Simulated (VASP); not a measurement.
A run of VASP 6.6.1:

Contents of INCAR:

```
PREC = Accurate
ENCUT = 520
EDIFF = 1E-6
ISMEAR = 0
SIGMA = 0.1
LREAL = F
LASPH = T
NELM = 150
ALGO = Normal
ISIF = 2
LWAVE = F
LCHARG = F
ISPIN = 2
MAGMOM = 0 2 0 0
LORBIT = 11
LMAXMIX = 4
GGA = PE
NBANDS = 30
```

The input KPOINTS:

```
Automatic mesh
0
Gamma
  6 6 4
```

The input POSCAR:

```
NbVN2
1.0
    3.6244040100      0.0000000000      0.0000000000
   -1.8122020000      3.1388259400      0.0000000000
    0.0000000000      0.0000000000      4.6773169500
Nb V N
1 1 2
Direct
    0.0000000000      0.0000000000      0.5000000000
    0.0000000000      0.0000000000      0.0000000000
    0.3333333300      0.6666666700      0.5000000000
    0.6666666700      0.3333333300      0.5000000000
```

Potentials or basis: VASP PAW PBE potentials, release 64 (Nb_sv, V_sv, N).

The run is started by

```bash
$ cat potpaw_PBE.64/Nb_sv/POTCAR potpaw_PBE.64/V_sv/POTCAR potpaw_PBE.64/N/POTCAR > POTCAR
$ mpirun -np 1 vasp_std > vasp.out
```

Hardware: 1 thread of AMD EPYC 7R43 64-Core Processor (Zen 3), on a shared host.

Task: Estimate the wall time of this run.

Result: Run time: 2.3 min on 1 thread of AMD EPYC 7R43 64-Core Processor (Zen 3) (shared host), peak memory 0.18 GiB. Counts: scf iterations 28, k points 21.
